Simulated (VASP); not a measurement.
# Ta3B2N (R-3m) in VASP: single point with PBE

Aim: the single point of Ta3B2N with PBE.

Program: VASP 6.6.1. These are calculated values, not measurements. Logs are shortened: lines on timing, memory, paths and dates and some standing lists are left out, and cuts for length are marked.

## 1. The cell of the first run

The structure is trigonal, space group R-3m (No. 166). The conventional cell has a = 4.857 Å, b = 4.857 Å, c = 11.676 Å, α = 90.00°, β = 90.00°, γ = 120.00°. Within 3.2 Å of Ta (site symmetry 2/m) lie 2 N at 2.40 Å and 4 Ta at 2.43 Å and 6 B at 2.81 to 2.83 Å. Within 3.7 Å of B (site symmetry 3m) lie 9 Ta at 2.81 to 2.83 Å and 3 N at 2.85 Å and 4 B at 2.91 to 2.97 Å. Within 3.2 Å of N (site symmetry -3m) lie 6 Ta at 2.40 Å and 6 B at 2.85 Å.

The cell was built from a structure type or drawn by symmetry, and may not be a known phase.

## 2. Single point, PBE, collinear spin

Contents of INCAR:

```
PREC = Accurate
ENCUT = 520
EDIFF = 1E-6
ISMEAR = 0
SIGMA = 0.1
LREAL = False
LASPH = True
NELM = 150
ALGO = Normal
ISIF = 2
LWAVE = False
LCHARG = False
ISPIN = 2
MAGMOM = 1 1 1 0 0 0
LORBIT = 11
LMAXMIX = 4
GGA = PE
NBANDS = 35
```

Contents of KPOINTS:

```
Automatic mesh
0
Gamma
  6 6 6
```

Contents of POSCAR:

```
Ta3B2N
1.0
    2.4284156700      1.4020464400      3.8921032200
   -2.4284156700      1.4020464400      3.8921032200
    0.0000000000     -2.8040928800      3.8921032200
Ta B N
3 2 1
Direct
    0.0000000000      0.5000000000      0.0000000000
    0.5000000000      0.0000000000      0.0000000000
    0.0000000000      0.0000000000      0.5000000000
    0.6247839300      0.6247839300      0.6247839300
    0.3752160700      0.3752160700      0.3752160700
    0.0000000000      0.0000000000      0.0000000000
```

Potentials or basis: VASP PAW PBE potentials, release 64 (Ta_pv, B, N).

The run is started by

```bash
$ cat potpaw_PBE.64/Ta_pv/POTCAR potpaw_PBE.64/B/POTCAR potpaw_PBE.64/N/POTCAR > POTCAR
$ mpirun -np 1 vasp_std > vasp.out
```

OUTCAR:

```text
PREC = Accurate
   ENCUT = 520
   EDIFF = 1E-6
   ISMEAR = 0
   LREAL = False
   LASPH = True
   NELM = 150
   ISIF = 2
   ISPIN = 2
   LORBIT = 11
   GGA = PE

 ion  position               nearest neighbor table
   1  0.000  0.500  0.000-   6 2.40   6 2.40   3 2.43   3 2.43   2 2.43   2 2.43   4 2.81   5 2.81
                             4 2.83   5 2.83   4 2.83   5 2.83
   2  0.500  0.000  0.000-   6 2.40   6 2.40   3 2.43   3 2.43   1 2.43   1 2.43   4 2.81   5 2.81
                             4 2.83   5 2.83   5 2.83   4 2.83
   3  0.000  0.000  0.500-   6 2.40   6 2.40   2 2.43   1 2.43   1 2.43   2 2.43   4 2.81   5 2.81
                             4 2.83   5 2.83   4 2.83   5 2.83
   4  0.625  0.625  0.625-   3 2.81   2 2.81   1 2.81   1 2.83   2 2.83   2 2.83   1 2.83   3 2.83
                             3 2.83
   5  0.375  0.375  0.375-   3 2.81   2 2.81   1 2.81   2 2.83   1 2.83   2 2.83   1 2.83   3 2.83
                             3 2.83
   6  0.000  0.000  0.000-   3 2.40   3 2.40   1 2.40   2 2.40   1 2.40   2 2.40

  LATTYP: Found a trigonal (rhomboedric) cell.
 ALAT       =     4.7970203628
 COS(alpha) =     0.4874539099

  Lattice vectors:

 A1 = (   2.4284156700,   1.4020464400,   3.8921032200)
 A2 = (  -2.4284156700,   1.4020464400,   3.8921032200)
 A3 = (   0.0000000000,  -2.8040928800,   3.8921032200)

Analysis of symmetry for initial positions (statically):
=====================================================================
 Subroutine PRICEL returns:
 Original cell was already a primitive cell.

 Routine SETGRP: Setting up the symmetry group for a
 trigonal (rhombohedral) supercell.

 Subroutine GETGRP returns: Found 12 space group operations
 (whereof 12 operations were pure point group operations)
 out of a pool of 12 trial point group operations.

The static configuration has the point symmetry D_3d.

Analysis of symmetry for dynamics (positions and initial velocities):
=====================================================================
 Subroutine PRICEL returns:
 Original cell was already a primitive cell.

 Routine SETGRP: Setting up the symmetry group for a
 trigonal (rhombohedral) supercell.

 Subroutine GETGRP returns: Found 12 space group operations
 (whereof 12 operations were pure point group operations)
 out of a pool of 12 trial point group operations.

The dynamic configuration has the point symmetry D_3d.

Analysis of structural, dynamic, and magnetic symmetry:
=====================================================================
 Subroutine PRICEL returns:
 Original cell was already a primitive cell.

 Routine SETGRP: Setting up the symmetry group for a
 trigonal (rhombohedral) supercell.

 Subroutine GETGRP returns: Found 12 space group operations
 (whereof 12 operations were pure point group operations)
 out of a pool of 12 trial point group operations.

The overall configuration has the point symmetry D_3d.

 Subroutine INISYM returns: Found 12 space group operations
 (whereof 12 operations are pure point group operations),
 and found     1 'primitive' translations

----------------------------------------------------------------------------------------

                                     Primitive cell

  volume of cell :      79.5099

  direct lattice vectors                    reciprocal lattice vectors
     2.428415670  1.402046440  3.892103220     0.205895558  0.118873856  0.085643498
    -2.428415670  1.402046440  3.892103220    -0.205895558  0.118873856  0.085643498
     0.000000000 -2.804092880  3.892103220     0.000000000 -0.237747712  0.085643498

  length of vectors
     4.797020363  4.797020363  4.797020362     0.252702955  0.252702955  0.252702955

  position of ions in fractional coordinates (direct lattice)
     0.000000000  0.500000000  1.000000000
     0.500000000  0.000000000  1.000000000
     1.000000000  1.000000000  0.500000000
     0.624783930  0.624783930  0.624783930
     0.375216070  0.375216070  0.375216070
     0.000000000  0.000000000  0.000000000

  ion indices of the primitive-cell ions
   primitive index   ion index
                 1           1
                 2           2
                 3           3
                 4           4
                 5           5
                 6           6

[... 31 lines left out ...]
  0.500000  0.000000 -0.000000      3.000000
  0.166667  0.166667  0.000000      6.000000
  0.333333  0.166667  0.000000     12.000000
[... 16 lines left out ...]
  0.500000  0.500000  0.166667      6.000000
 -0.333333  0.500000  0.166667     12.000000
 [... further k-points ...]
   k-points           NKPTS =     32   k-points in BZ     NKDIM =     32   number of bands    NBANDS=     35
   number of dos      NEDOS =    301   number of ions     NIONS =      6
   total plane-waves  NPLWV =  46656
   dimension x,y,z NGX =    36 NGY =   36 NGZ =   36
   dimension x,y,z NGXF=    72 NGYF=   72 NGZF=   72
   ions per type =               3   2   1
   NGX,Y,Z   is equivalent  to a cutoff of  12.48, 12.48, 12.48 a.u.
   NGXF,Y,Z  is equivalent  to a cutoff of  24.95, 24.95, 24.95 a.u.
 SYSTEM =  unknown system
   PREC   = accura    normal or accurate (medium, high low for compatibility)
   ISTART =      0    job   : 0-new  1-cont  2-samecut
   ICHARG =      2    charge: 1-file 2-atom 10-const
   ISPIN  =      2    spin polarized calculation?
   LNONCOLLINEAR =      F non collinear calculations
   LSORBIT =      F    spin-orbit coupling
   LASPH  =      T    aspherical Exc in radial PAW
   ENCUT  =  520.0 eV  38.22 Ry    6.18 a.u.   8.92  8.92  8.92*2*pi/ulx,y,z
   NELM   =    150;   NELMIN=  2; NELMDL= -5     # of ELM steps
   EDIFF  = 0.1E-05   stopping-criterion for ELM
   LREAL  =      F    real-space projection
[... 7 lines left out ...]
   TEBEG  =    0.0;   TEEND  =   0.0 temperature during run
   PSTRESS=    0.0 pullay stress
   NELECT =      44.0000    total number of electrons
   NUPDOWN=      -1.0000    fix difference up-down
   EMIN   =  10.00;   EMAX   =-10.00  energy-range for DOS
   EFERMI =   0.00;   METHOD = LEGACY
   ISMEAR =     0;   SIGMA  =   0.10  broadening in eV -4-tet -1-fermi 0-gaus
   EFERMI_NEDOS =   21; number of points for ismear=-14 and -15
   IALGO  =     38    algorithm
   IMIX   =      4    mixing-type and parameters
     AMIX     =   0.40;   BMIX     =  1.00
     AMIX_MAG =   1.60;   BMIX_MAG =  1.00
  volume/ion in A,a.u.               =      13.25        89.43
  Fermi-wavevector in a.u.,A,eV,Ry     =   1.344060  2.539905 24.578894  1.806498
  Thomas-Fermi vector in A             =   2.472084
   LORBIT       =     11    0 simple, 1 ext, 2 COOP (PROOUT), +10 PAW based schemes
   GGA     = PE    functional components
   LHFCALC =     F    Hartree Fock is set to
   AEXX    =    0.0000 exact exchange contribution
   IVDW    =     0    specifies the selected vdW correction
   LEPSILON=     F    determine dielectric tensor
   LRPA    =     F    only Hartree local field effects (RPA)
 spin polarized calculation
 Gauss-broadening in eV      SIGMA  =   0.10
  energy-cutoff  :      520.00
  volume of cell :       79.51
 maximum number of plane-waves:      2162
   NGX = 17   NGY = 17   NGZ = 17

 number of electron      43.9999998 magnetization       0.0063218

 number of electron      43.9999998 magnetization      -0.0001364

 Free energy of the ion-electron system (eV)
  ---------------------------------------------------
  ext. energy  EPLUGINS =         0.00000000
  ---------------------------------------------------
  free energy    TOTEN  =       -48.48878469 eV

  energy without entropy =      -48.47663798  energy(sigma->0) =      -48.48271133

 E-fermi :   5.7281     XC(G=0): -12.1383

 val. band max:        5.7236637847   @ k =  -0.3333   0.5000   0.3333
 cond. band min:       5.7346518426   @ k =   0.5000   0.5000   0.3333
 fundamental gap:      0.0109880579
 Fermi energy:         5.7281468711

 spin component 1

 k-point     1 :       0.0000    0.0000    0.0000
  band No.  band energies     occupation
      1     -31.4534      1.00000
      2     -29.7924      1.00000
      3     -29.7924      1.00000
      4     -29.1863      1.00000
      5     -28.5869      1.00000
      6     -28.5869      1.00000
[... 877 lines left out ...]
     33      10.9348      0.00000
     34      11.5957      0.00000

 [... further k-points ...]

 spin component 2

 k-point     1 :       0.0000    0.0000    0.0000
  band No.  band energies     occupation
      1     -31.4534      1.00000
      2     -29.7924      1.00000
      3     -29.7924      1.00000
      4     -29.1863      1.00000
      5     -28.5868      1.00000
      6     -28.5868      1.00000
[... 877 lines left out ...]
     33      10.9348      0.00000
     34      11.5958      0.00000

 [... further k-points ...]

 [bands above 34 left out]

------------------------ aborting loop because EDIFF is reached ----------------------------------------

  FORCE on cell =-STRESS in cart. coord.  units (eV):
  Direction    XX          YY          ZZ          XY          YZ          ZX
  --------------------------------------------------------------------------------------
  -------------------------------------------------------------------------------------
  Total       20.1954462     20.1954462    -27.3998293      0.0000000      0.0000000      0.0000000
  in kB      406.9518345    406.9518341   -552.1250020      0.0000000      0.0000000      0.0000000
  external PRESSURE =      87.2595555 kB  Pullay stress =       0.0000000 kB

 VOLUME and BASIS-vectors are now :
 -----------------------------------------------------------------------------
  energy-cutoff  :      520.00
  volume of cell :       79.51
      direct lattice vectors                 reciprocal lattice vectors
     2.428415670  1.402046440  3.892103220     0.205895558  0.118873856  0.085643498
    -2.428415670  1.402046440  3.892103220    -0.205895558  0.118873856  0.085643498
     0.000000000 -2.804092880  3.892103220     0.000000000 -0.237747712  0.085643498

 POSITION                                       TOTAL-FORCE (eV/Angst)
 -----------------------------------------------------------------------------------
     -1.21421      0.70102      1.94605         0.000000      0.000000     -0.000000
      1.21421      0.70102      1.94605        -0.000000      0.000000      0.000000
      0.00000     -1.40205      1.94605        -0.000000      0.000000      0.000000
      0.00000      0.00000      7.29517        -0.000000      0.000000     -0.306470
      0.00000      0.00000      4.38114        -0.000000     -0.000000      0.306470
      0.00000      0.00000      0.00000        -0.000000      0.000000     -0.000000
 -----------------------------------------------------------------------------------
    total drift:                                0.000000      0.000000     -0.000000

  FREE ENERGIE OF THE ION-ELECTRON SYSTEM (eV)
  ---------------------------------------------------
  free  energy   TOTEN  =       -48.4887846862 eV

  energy  without entropy=      -48.4766379835  energy(sigma->0) =      -48.48271133

 total charge

# of ion       s       p       d       tot
------------------------------------------
    1        0.379   6.167   2.726   9.272
    2        0.379   6.167   2.726   9.272
    3        0.379   6.167   2.726   9.272
    4        0.703   0.757   0.000   1.460
    5        0.703   0.757   0.000   1.460
    6        1.252   2.315   0.000   3.567
--------------------------------------------------
tot          3.794  22.332   8.178  34.304

 magnetization (x)

# of ion       s       p       d       tot
------------------------------------------
    1       -0.000   0.000  -0.000  -0.000
    2       -0.000   0.000  -0.000  -0.000
    3       -0.000   0.000  -0.000  -0.000
    4        0.000   0.000   0.000   0.000
    5        0.000   0.000   0.000   0.000
    6       -0.000  -0.000   0.000  -0.000
--------------------------------------------------
tot         -0.000   0.000  -0.000  -0.000
```

Wall time 2.1 min (1 thread of Intel Xeon Platinum 8375C at 2.90GHz (Ice Lake), shared host); peak memory 0.32 GiB.

Results:

| Item | Value |
| --- | --- |
| Free energy | -48.4888 eV |
| Pressure | 8.7 GPa |
| Largest force | 0.306 eV/Å |
| Band gap on the k mesh | zero (filled and empty bands overlap) |
| Net moment | 0.00 μB per cell |
| Valence electrons inside the program's atomic spheres | Ta 9.27; B 1.46; N 3.57 |

Forces in eV/Å, atoms in the order of the input:
```
Ta   0.000  0.000  0.000
Ta   0.000  0.000  0.000
Ta   0.000  0.000  0.000
B    0.000  0.000 -0.306
B    0.000  0.000  0.306
N    0.000  0.000  0.000
```

Stress tensor (GPa, compression positive):
```
 40.70   0.00   0.00
  0.00  40.70   0.00
  0.00   0.00 -55.21
```

Levels at points of the mesh, in eV from the Fermi level:
Spin up:
| k point | band 18 | band 19 | band 20 | band 21 | band 22 | band 23 | band 24 | band 25 | band 26 | band 27 |
| --- | --- | --- | --- | --- | --- | --- | --- | --- | --- | --- |
| (0.00, 0.00, 0.00) | -3.60 | -3.18 | -3.18 | -2.74 | -0.02 | 0.63 | 1.85 | 1.85 | 2.09 | 2.09 |
| (0.50, 0.00, 0.00) | -2.14 | -1.90 | -0.97 | -0.62 | 0.28 | 0.78 | 1.22 | 1.34 | 1.41 | 2.37 |
| (0.50, 0.50, 0.00) | -2.33 | -1.42 | -1.25 | -0.63 | -0.36 | 0.62 | 0.63 | 0.74 | 1.24 | 2.29 |
| (0.50, 0.50, 0.50) | -3.32 | -2.90 | -1.46 | -1.46 | -0.53 | -0.53 | 1.81 | 2.34 | 2.89 | 2.89 |
Spin down:
```csv
k point,band 20,band 21,band 22,band 23,band 24,band 25
"(0.00, 0.00, 0.00)",-3.18,-2.74,-0.02,0.63,1.85,1.85
"(0.50, 0.00, 0.00)",-0.97,-0.62,0.28,0.78,1.22,1.34
"(0.50, 0.50, 0.00)",-1.25,-0.63,-0.36,0.62,0.63,0.74
"(0.50, 0.50, 0.50)",-1.46,-1.46,-0.53,-0.53,1.81,2.34
```

Caveat: the cell stands under pressure; spin-orbit coupling is left out, which moves the levels of the heavy elements.
